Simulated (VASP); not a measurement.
Write the native input for VASP 6.6.1 that does the following.

```
Task                   : relaxation of cell and atoms
Functional             : PBE
Potentials or basis    : VASP PAW PBE potentials, release 64 (Al, Au)
Cutoff                 : 600 eV
k mesh                 : 12 × 12 × 12
Occupations            : gaussian, width 0.1 eV
Spin                   : no spin polarisation
Dipole correction      : no
Further INCAR settings : ALGO = Normal; EDIFF = 1e-06; IBRION = 2; EDIFFG = -0.005; NSW = 100; ISIF = 3
```

The structure of Al2Au lies in POSCAR:

```
Al2Au
1.0
    0.0000000000      3.0000000000      3.0000000000
    3.0000000000      0.0000000000      3.0000000000
    3.0000000000      3.0000000000      0.0000000000
Al Au
2 1
Direct
    0.2500000000      0.2500000000      0.2500000000
    0.7500000000      0.7500000000      0.7500000000
    0.0000000000      0.0000000000      0.0000000000
```

One way to write it, as run:

INCAR

```
ALGO = Normal
EDIFF = 1E-6
EDIFFG = -0.005
ENCUT = 600
GGA = PE
IBRION = 2
ISIF = 3
ISMEAR = 0
LASPH = True
LCHARG = False
LREAL = False
LWAVE = False
NELM = 60
NSW = 100
PREC = Accurate
SIGMA = 0.1
```

KPOINTS

```
k-points
0
Gamma
  12 12 12
```

Potentials or basis: VASP PAW PBE potentials, release 64 (Al, Au).

Run with:

```sh
$ cat potpaw_PBE.64/Al/POTCAR potpaw_PBE.64/Au/POTCAR > POTCAR
$ mpirun -np 1 vasp_std > vasp.out
```

It gave:

```json
{
 "Relaxed volume": "18.52 Å³/atom",
 "Relaxed cell": "a = 4.283 Å, b = 4.283 Å, c = 4.283 Å, α = 60.00°, β = 60.00°, γ = 60.00°",
 "Space group after relaxing (to 0.1 Å)": "Fm-3m (No. 225)",
 "Energy gained by relaxing": "5.0 meV/atom",
 "Ionic steps": "3",
 "Pressure after relaxing": "0.0 GPa",
 "Band gap on the k mesh": "zero (an odd number of electrons rules out a gap without spin polarisation)"
}
```

Caveat: spin-orbit coupling is left out, which moves the levels of the heavy elements.

Run time: 2.3 min on 1 thread of Intel Xeon 8259CL (shared host), peak memory 0.25 GiB.
